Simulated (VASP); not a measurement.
# MgPb2N2 (P-3m1) in VASP: a series of runs

The runs below take MgPb2N2 through single point, with PBEsol.

Program: VASP 6.6.1. These are calculated values, not measurements. Logs are shortened: lines on timing, memory, paths and dates and some standing lists are left out, and cuts for length are marked.

## Step 1: The cell of the first run

The structure is trigonal, space group P-3m1 (No. 164). Conventional cell: a = 3.581 Å, b = 3.581 Å, c = 8.287 Å, α = 90.00°, β = 90.00°, γ = 120.00°. Within 3.2 Å of Mg (site symmetry -3m) lie 6 N at 2.36 Å and 6 Pb at 3.15 Å. Within 3.2 Å of Pb (site symmetry 3m) lie 3 N at 2.41 Å and 3 Mg at 3.15 Å. Within 3.1 Å of N (site symmetry 3m) lie 3 Mg at 2.36 Å and 3 Pb at 2.41 Å and 3 N at 3.09 Å.

## Step 2: Single point, PBEsol

File INCAR:

```
SYSTEM = MgPb2N2
PREC = Accurate ; ENCUT = 520
EDIFF = 1E-7 ; ISMEAR = 0
SIGMA = 0.05 ; LREAL = .FALSE.
LASPH = .TRUE. ; NELM = 60
ALGO = Normal ; ISIF = 2
LWAVE = .FALSE. ; LCHARG = .FALSE.
GGA = PS ; NBANDS = 28
```

File KPOINTS:

```
regular mesh
0
G
  12 12 4
  0 0 0
```

File POSCAR:

```
MgPb2N2
1.0
    3.5805530882      0.0000000000      0.0000000000
   -1.7902765441      3.1008499340      0.0000000000
    0.0000000000      0.0000000000      8.2866876733
Mg Pb N
1 2 2
Direct
    0.0000000000      0.0000000000      0.0000000000
    0.6666666667      0.3333333333      0.2865500000
    0.3333333333      0.6666666667      0.7134500000
    0.6666666667      0.3333333333      0.8618210000
    0.3333333333      0.6666666667      0.1381790000
```

Potentials or basis: VASP PAW PBE potentials, release 64 (Mg, Pb_d, N).

Started as:

```sh
cat potpaw_PBE.64/Mg/POTCAR potpaw_PBE.64/Pb_d/POTCAR potpaw_PBE.64/N/POTCAR > POTCAR
mpirun -np 1 vasp_std > vasp.out
```

OUTCAR:

```text
SYSTEM = MgPb2N2
   PREC = Accurate
   ENCUT = 520
   EDIFF = 1E-7
   ISMEAR = 0
   LREAL = .FALSE.
   LASPH = .TRUE.
   NELM = 60
   ISIF = 2
   GGA = PS

 ion  position               nearest neighbor table
   1  0.000  0.000  0.000-   4 2.36   5 2.36   4 2.36   5 2.36   4 2.36   5 2.36   2 3.15   3 3.15
                             3 3.15   2 3.15   2 3.15   3 3.15
   2  0.667  0.333  0.287-   5 2.41   5 2.41   5 2.41   1 3.15   1 3.15   1 3.15   3 4.10   3 4.10
                             3 4.10
   3  0.333  0.667  0.713-   4 2.41   4 2.41   4 2.41   1 3.15   1 3.15   1 3.15   2 4.10   2 4.10
                             2 4.10
   4  0.667  0.333  0.862-   1 2.36   1 2.36   1 2.36   3 2.41   3 2.41   3 2.41
   5  0.333  0.667  0.138-   1 2.36   1 2.36   1 2.36   2 2.41   2 2.41   2 2.41

  LATTYP: Found a hexagonal cell.
 ALAT       =     3.5805530882
 C/A-ratio  =     2.3143596727

  Lattice vectors:

 A1 = (   3.5805530882,   0.0000000000,   0.0000000000)
 A2 = (  -1.7902765441,   3.1008499340,   0.0000000000)
 A3 = (   0.0000000000,   0.0000000000,   8.2866876733)

Analysis of symmetry for initial positions (statically):
=====================================================================
 Subroutine PRICEL returns:
 Original cell was already a primitive cell.

 Routine SETGRP: Setting up the symmetry group for a
 hexagonal supercell.

 Subroutine GETGRP returns: Found 12 space group operations
 (whereof 12 operations were pure point group operations)
 out of a pool of 24 trial point group operations.

The static configuration has the point symmetry D_3d.

Analysis of symmetry for dynamics (positions and initial velocities):
=====================================================================
 Subroutine PRICEL returns:
 Original cell was already a primitive cell.

 Routine SETGRP: Setting up the symmetry group for a
 hexagonal supercell.

 Subroutine GETGRP returns: Found 12 space group operations
 (whereof 12 operations were pure point group operations)
 out of a pool of 24 trial point group operations.

The dynamic configuration has the point symmetry D_3d.

 Subroutine INISYM returns: Found 12 space group operations
 (whereof 12 operations are pure point group operations),
 and found     1 'primitive' translations

----------------------------------------------------------------------------------------

[... 99 lines left out ...]
   LREAL  =      F    real-space projection
   EDIFFG = 0.1E-05   stopping-criterion for IOM
   NSW    =      0    number of steps for IOM
   IBRION =     -1    ionic relax: 0-MD 1-quasi-New 2-CG
   NFREE  =      0    steps in history (QN), initial steepest desc. (CG)
   ISIF   =      2    stress and relaxation
   ISYM   =      2    0-nonsym 1-usesym 2-fastsym
   POTIM  = 0.5000    time-step for ionic-motion
   TEBEG  =    0.0;   TEEND  =   0.0 temperature during run
   PSTRESS=    0.0 pullay stress
   NELECT =      40.0000    total number of electrons
   NUPDOWN=      -1.0000    fix difference up-down
   EMIN   =  10.00;   EMAX   =-10.00  energy-range for DOS
   EFERMI =   0.00;   METHOD = LEGACY
   ISMEAR =     0;   SIGMA  =   0.05  broadening in eV -4-tet -1-fermi 0-gaus
   EFERMI_NEDOS =   21; number of points for ismear=-14 and -15
   IALGO  =     38    algorithm
   IMIX   =      4    mixing-type and parameters
     AMIX     =   0.40;   BMIX     =  1.00
     AMIX_MAG =   1.60;   BMIX_MAG =  1.00
  volume/ion in A,a.u.               =      18.40       124.18
  Fermi-wavevector in a.u.,A,eV,Ry     =   1.240198  2.343634 20.926986  1.538090
  Thomas-Fermi vector in A             =   2.374649
   LORBIT       =      0    0 simple, 1 ext, 2 COOP (PROOUT), +10 PAW based schemes
   GGA     = PS    functional components
   LHFCALC =     F    Hartree Fock is set to
   AEXX    =    0.0000 exact exchange contribution
   IVDW    =     0    specifies the selected vdW correction
   LEPSILON=     F    determine dielectric tensor
   LRPA    =     F    only Hartree local field effects (RPA)
 non-spin polarized calculation
 Gauss-broadening in eV      SIGMA  =   0.05
  energy-cutoff  :      520.00
  volume of cell :       92.01
 maximum number of plane-waves:      2551
 NGX is ok and might be reduce to    28

 number of electron      40.0000008 magnetization

 Free energy of the ion-electron system (eV)
  ---------------------------------------------------
  ext. energy  EPLUGINS =         0.00000000
  ---------------------------------------------------
  free energy    TOTEN  =       -26.45154149 eV

  energy without entropy =      -26.45093809  energy(sigma->0) =      -26.45123979

 E-fermi :   6.2111     XC(G=0): -10.3309

 val. band max:        6.1855960325   @ k =   0.5000   0.0000   0.5000
 cond. band min:       6.2170086313   @ k =   0.4167   0.0000   0.5000
 fundamental gap:      0.0314125988
 Fermi energy:         6.2111483662

 k-point     1 :       0.0000    0.0000    0.0000
  band No.  band energies     occupation
      1     -10.8111      2.00000
      2     -10.8096      2.00000
      3     -10.7957      2.00000
      4     -10.7957      2.00000
      5     -10.7927      2.00000
      6     -10.7927      2.00000
[... 733 lines left out ...]
     27      14.0203      0.00000
     28      14.3305      0.00000

 [... further k-points ...]

------------------------ aborting loop because EDIFF is reached ----------------------------------------

  FORCE on cell =-STRESS in cart. coord.  units (eV):
  Direction    XX          YY          ZZ          XY          YZ          ZX
  --------------------------------------------------------------------------------------
  -------------------------------------------------------------------------------------
  Total       -4.8165934     -4.8165934      3.1865846      0.0000000      0.0000000      0.0000000
  in kB      -83.8761970    -83.8761970     55.4912113      0.0000000      0.0000000      0.0000000
  external PRESSURE =     -37.4203942 kB  Pullay stress =       0.0000000 kB

 VOLUME and BASIS-vectors are now :
 -----------------------------------------------------------------------------
  energy-cutoff  :      520.00
  volume of cell :       92.01
      direct lattice vectors                 reciprocal lattice vectors
     3.580553088  0.000000000  0.000000000     0.279286461  0.161246113  0.000000000
    -1.790276544  3.100849934  0.000000000     0.000000000  0.322492227  0.000000000
     0.000000000  0.000000000  8.286687673     0.000000000  0.000000000  0.120675478

 POSITION                                       TOTAL-FORCE (eV/Angst)
 -----------------------------------------------------------------------------------
      0.00000      0.00000      0.00000        -0.000000      0.000000      0.000000
      1.79028      1.03362      2.37455        -0.000000     -0.000000      0.863072
     -0.00000      2.06723      5.91214         0.000000      0.000000     -0.863072
      1.79028      1.03362      7.14164        -0.000000      0.000000      0.100609
     -0.00000      2.06723      1.14505        -0.000000     -0.000000     -0.100609
 -----------------------------------------------------------------------------------
    total drift:                                0.000000     -0.000000     -0.000000

  FREE ENERGIE OF THE ION-ELECTRON SYSTEM (eV)
  ---------------------------------------------------
  free  energy   TOTEN  =       -26.4515414886 eV

  energy  without entropy=      -26.4509380916  energy(sigma->0) =      -26.45123979
```

Run time: 82 s. Hardware: 1 thread of Intel Xeon 6975P-C (Granite Rapids), shared host; peak memory 0.33 GiB.

Results:

```yaml
Free_energy: -26.4515 eV
Pressure: -3.7 GPa
Largest_force: 0.863 eV/Å
Band_gap_on_the_k_mesh: zero (bands 20 and 21 overlap by 0.06 eV)
```

Forces on the atoms (eV/Å):
```
Mg   0.000  0.000  0.000
Pb   0.000  0.000  0.863
Pb   0.000  0.000 -0.863
N    0.000  0.000  0.101
N    0.000  0.000 -0.101
```

Levels at points of the mesh, in eV from the Fermi level:
| k point | band 16 | band 17 | band 18 | band 19 | band 20 | band 21 | band 22 | band 23 | band 24 | band 25 |
| --- | --- | --- | --- | --- | --- | --- | --- | --- | --- | --- |
| (0.00, 0.00, 0.00) | -2.12 | -2.12 | -1.62 | -1.62 | -0.47 | 0.11 | 1.76 | 5.57 | 5.57 | 5.78 |
| (0.50, 0.00, 0.00) | -3.43 | -3.23 | -2.88 | -2.48 | -1.36 | 0.80 | 0.93 | 3.03 | 4.13 | 4.69 |
| (0.00, 0.00, 0.50) | -2.11 | -2.11 | -1.63 | -1.63 | -1.46 | 0.69 | 2.22 | 5.35 | 5.35 | 6.03 |
| (0.50, 0.00, 0.50) | -3.93 | -3.19 | -2.70 | -2.53 | -1.49 | -0.03 | 1.97 | 2.21 | 4.94 | 5.51 |

Caveat: the cell stands under tension; the PAW data sets were made with another functional, which shifts forces and pressure a little; spin-orbit coupling is left out, which moves the levels of the heavy elements.

## Step 3: Single point, PBEsol

This run uses another cell than the first one, of the same volume but with other edges.

File INCAR:

```
PREC = Accurate
ENCUT = 520
EDIFF = 1E-6
ISMEAR = 0
SIGMA = 0.05
LREAL = False
LASPH = True
NELM = 60
ALGO = Normal
ISIF = 2
LWAVE = False
LCHARG = False
GGA = PS
NBANDS = 28
```

File KPOINTS:

```
regular mesh
0
Gamma
  12 12 4
```

POSCAR, as its differences from that of step 2:

```diff
@@ -2,5 +2,5 @@
 1.0
-    3.5805530882      0.0000000000      0.0000000000
-   -1.7902765441      3.1008499340      0.0000000000
-    0.0000000000      0.0000000000      8.2866876733
+    3.4873361903      0.0000000000      0.0000000000
+   -1.7436680952      3.0201217324      0.0000000000
+    0.0000000000      0.0000000000      8.7356167348
 Mg Pb N
```

Potentials or basis: VASP PAW PBE potentials, release 64 (Mg, Pb_d, N).

Started as:

```sh
cat potpaw_PBE.64/Mg/POTCAR potpaw_PBE.64/Pb_d/POTCAR potpaw_PBE.64/N/POTCAR > POTCAR
mpirun -np 1 vasp_std > vasp.out
```

Run time: 82 s. Hardware: 1 thread of Intel Xeon 6975P-C (Granite Rapids), shared host; peak memory 0.33 GiB.

Results (log left out):

| Quantity | Value |
| --- | --- |
| Free energy | -26.8082 eV |
| Pressure | -3.7 GPa |
| Largest force | 0.391 eV/Å |

Forces on the atoms (eV/Å):
```
Mg   0.000  0.000  0.000
Pb   0.000  0.000  0.391
Pb   0.000  0.000 -0.391
N    0.000  0.000 -0.016
N    0.000  0.000  0.016
```

Stress tensor (GPa, compression positive):
```
-6.71  0.00  0.00
 0.00 -6.71  0.00
 0.00  0.00  2.35
```

Levels at points of the mesh, in eV from the Fermi level:
| k point | band 16 | band 17 | band 18 | band 19 | band 20 | band 21 | band 22 | band 23 | band 24 | band 25 |
| --- | --- | --- | --- | --- | --- | --- | --- | --- | --- | --- |
| (0.00, 0.00, 0.00) | -1.71 | -1.71 | -1.30 | -1.30 | -0.11 | 0.00 | 2.02 | 6.46 | 6.46 | 6.61 |
| (0.50, 0.00, 0.00) | -3.46 | -2.79 | -2.79 | -2.20 | -1.43 | 0.75 | 1.10 | 3.31 | 4.31 | 5.12 |
| (0.00, 0.00, 0.50) | -1.71 | -1.71 | -1.40 | -1.30 | -1.30 | 1.00 | 2.13 | 6.28 | 6.28 | 6.81 |
| (0.50, 0.00, 0.50) | -3.82 | -2.77 | -2.71 | -2.23 | -1.53 | 0.22 | 2.01 | 2.55 | 5.39 | 5.50 |

Caveat: the cell stands under tension; the PAW data sets were made with another functional, which shifts forces and pressure a little; spin-orbit coupling is left out, which moves the levels of the heavy elements.
